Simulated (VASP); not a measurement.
Input of a VASP 6.6.1 run:

INCAR

```
SYSTEM = InAs
ALGO = Normal
EDIFF = 1E-7
ENCUT = 520
GGA = PS
ISIF = 2
ISMEAR = 0
LASPH = .True.
LCHARG = .False.
LREAL = .False.
LWAVE = .False.
NBANDS = 16
NELM = 80
PREC = Accurate
SIGMA = 0.15
```

Contents of KPOINTS:

```
k-points
0
Gamma
  14 14 14
  0 0 0
```

The input POSCAR:

```
InAs
1.0
    0.0000000000      3.1230334294      3.1230334294
    3.1230334294      0.0000000000      3.1230334294
    3.1230334294      3.1230334294      0.0000000000
In As
1 1
Direct
    0.0000000000      0.0000000000      0.0000000000
    0.7500000000      0.7500000000      0.7500000000
```

Potentials or basis: VASP PAW PBE potentials, release 64 (In_d, As).

Run with:

```sh
$ cat potpaw_PBE.64/In_d/POTCAR potpaw_PBE.64/As/POTCAR > POTCAR
$ mpirun -np 1 vasp_std > vasp.out
```

Predict the pressure.

-3.5 GPa.

Estimate the band gap on the k mesh.

zero (filled and empty bands touch).

Caveat: the cell stands under tension; semilocal functionals underestimate gaps, and a narrow one can read as zero; the PAW data sets were made with another functional, which shifts forces and pressure a little; spin-orbit coupling is left out, which moves the levels of the heavy elements.
